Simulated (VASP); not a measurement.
Set up this calculation in VASP 6.6.1, as the native input.

* Task: single point
* Functional: RPBE
* Potentials or basis: VASP PAW PBE potentials, release 64 (Na_pv)
* Cutoff: 520 eV
* k mesh: 17 × 17 × 17
* Occupations: fermi-dirac, width 0.1 eV
* Spin: no spin polarisation
* Dipole correction: no
* Further INCAR settings: ALGO = Normal; EDIFF = 1e-06; NBANDS = 10

The structure of Na lies in POSCAR:

```
Na
1.0
   -2.1992236141      2.1992236141      2.1992236141
    2.1992236141     -2.1992236141      2.1992236141
    2.1992236141      2.1992236141     -2.1992236141
Na
1
Direct
    0.0000000000      0.0000000000      0.0000000000
```

This cell differs from its parent crystal: volume scaled by 1.08.

These files were run (other wordings do the same):

INCAR

```
  PREC = Accurate
  ENCUT = 520
  EDIFF = 1E-6
  ISMEAR = -1
  SIGMA = 0.1
  LREAL = F
  LASPH = T
  NELM = 80
  ALGO = Normal
  ISIF = 2
  LWAVE = F
  LCHARG = T
  GGA = RP
  LELF = T
  LVHAR = T
  NBANDS = 10
```

KPOINTS

```
Automatic mesh
0
Gamma
  17 17 17
```

Potentials or basis: VASP PAW PBE potentials, release 64 (Na_pv).

Run with:

```sh
$ cat potpaw_PBE.64/Na_pv/POTCAR > POTCAR
$ mpirun -np 1 vasp_std > vasp.out
```

Results of the run:

```yaml
Pressure: -0.4 GPa
```

Caveat: the PAW data sets were made with another functional, which shifts forces and pressure a little.

Wall time 25 s on 1 thread of Intel(R) Xeon(R) Platinum 8559C (Emerald Rapids), with other jobs on the host, peak memory 0.19 GiB.
